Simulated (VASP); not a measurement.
Input of a VASP 6.6.1 run:

INCAR

```
ALGO = Normal
EDIFF = 1E-7
ENCUT = 520
ISIF = 2
ISMEAR = -1
LASPH = T
LCHARG = F
LREAL = F
LWAVE = F
NBANDS = 30
NELM = 100
PREC = Accurate
SIGMA = 0.08
```

KPOINTS

```
k-points
0
Gamma
  10 10 5
```

Contents of POSCAR:

```
GaCo
1.0
    2.8780000000      0.0000000000      0.0000000000
    0.0000000000      2.8780000000      0.0000000000
    0.0000000000      0.0000000000      5.7560000000
Ga Co
2 2
Direct
    0.5000000000      0.5000000000      0.2500000000
    0.5000000000      0.5000000000      0.7500000000
    0.0000000000      0.0000000000      0.0000000000
    0.0000000000      0.0000000000      0.5000000000
```

Potentials or basis: VASP PAW LDA potentials, release 64 (Ga_d, Co).

Launch:

```sh
$ cat potpaw_LDA.64/Ga_d/POTCAR potpaw_LDA.64/Co/POTCAR > POTCAR
$ mpirun -np 1 vasp_std > vasp.out
```

Q: What does it give for the band gap on the k mesh?

A: Zero (bands 22 and 23 overlap by 0.47 eV).

Q: Predict the pressure.

A: -12.8 GPa.

Caveat: the cell stands under tension; the run has no spin polarisation, though such a crystal can be magnetic. Spin polarisation is off, so any magnetic state and its effect on volume and gap are missing.
